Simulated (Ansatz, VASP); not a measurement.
## Si3B4 in VASP and in Ansatz

The input INCAR:

```
  ALGO = Normal
  EDIFF = 1E-6
  EDIFFG = -0.01
  ENCUT = 600
  GGA = PE
  IBRION = 2
  ISIF = 3
  ISMEAR = 0
  LASPH = T
  LCHARG = F
  LREAL = F
  LWAVE = F
  NELM = 100
  NSW = 100
  PREC = Accurate
  SIGMA = 0.1
```

Contents of KPOINTS:

```
k-points
0
Gamma
  8 8 8
```

The input POSCAR:

```
Si3B4
1.0
    0.0000000000      4.3935767629      4.3935767629
    4.3935767629      0.0000000000      4.3935767629
    4.3935767629      4.3935767629      0.0000000000
Si B
6 8
Direct
    0.5000000000      0.0000000000      0.5000000000
    0.5000000000      0.0000000000      0.0000000000
    0.0000000000      0.0000000000      0.5000000000
    0.0000000000      0.5000000000      0.0000000000
    0.0000000000      0.5000000000      0.5000000000
    0.5000000000      0.5000000000      0.0000000000
    0.8933721757      0.3198834728      0.8933721757
    0.1066278243      0.1066278243      0.1066278243
    0.8933721757      0.8933721757      0.8933721757
    0.6801165272      0.1066278243      0.1066278243
    0.8933721757      0.8933721757      0.3198834728
    0.3198834728      0.8933721757      0.8933721757
    0.1066278243      0.1066278243      0.6801165272
    0.1066278243      0.6801165272      0.1066278243
```

Input for Ansatz:

```yaml
crystal:
  lattice:
    - [0.0, 4.3935767629, 4.3935767629]
    - [4.3935767629, 0.0, 4.3935767629]
    - [4.3935767629, 4.3935767629, 0.0]
  atoms:
    - { symbol: Si, position: [0.5, 0.0, 0.5] }
    - { symbol: Si, position: [0.5, 0.0, 0.0] }
    - { symbol: Si, position: [0.0, 0.0, 0.5] }
    - { symbol: Si, position: [0.0, 0.5, 0.0] }
    - { symbol: Si, position: [0.0, 0.5, 0.5] }
    - { symbol: Si, position: [0.5, 0.5, 0.0] }
    - { symbol: B, position: [0.8933721757, 0.3198834728, 0.8933721757] }
    - { symbol: B, position: [0.1066278243, 0.1066278243, 0.1066278243] }
    - { symbol: B, position: [0.8933721757, 0.8933721757, 0.8933721757] }
    - { symbol: B, position: [0.6801165272, 0.1066278243, 0.1066278243] }
    - { symbol: B, position: [0.8933721757, 0.8933721757, 0.3198834728] }
    - { symbol: B, position: [0.3198834728, 0.8933721757, 0.8933721757] }
    - { symbol: B, position: [0.1066278243, 0.1066278243, 0.6801165272] }
    - { symbol: B, position: [0.1066278243, 0.6801165272, 0.1066278243] }
basis:
  ecutwfc: 420
kpoints:
  mp_grid: { grid: [8, 8, 8] }
hamiltonian:
  xc: pbe
scf:
  occupations: { method: gaussian, width: 0.1 }
output:
  forces: true
  stress: true
  eigenvalues: true
relax:
  adjacent_minimum: "off"
  f_tol: 0.01
  max_steps: 80
  cell: { stress_tol: 0.05 }
```

Alike in both runs: task relaxation of cell and atoms; functional PBE; k mesh 8 × 8 × 8; occupations gaussian, width 0.1 eV; no spin polarisation.

|  | VASP | Ansatz |
| --- | --- | --- |
| version | VASP 6.6.1 | Ansatz 0.2.0 |
| potentials or method | VASP PAW PBE potentials, release 64 (Si, B), cutoff 600 eV | scalar-relativistic, plane waves, PAW |
| valence electrons in the cell | 48 | 48 |

|  | VASP | Ansatz | Ansatz less VASP |
| --- | --- | --- | --- |
| gap on the k mesh at the Fermi level, each at its own relaxed structure (eV) | none | none | - |
| relaxed volume (Å³/atom) | 12.09 | 12.10 | +0.011 |
| relaxed length of the cell vector where the two differ most in proportion (Å) | 6.208 | 6.210 | +0.0018 |

A gap of «none» marks a metal or a gap that the smearing closes.
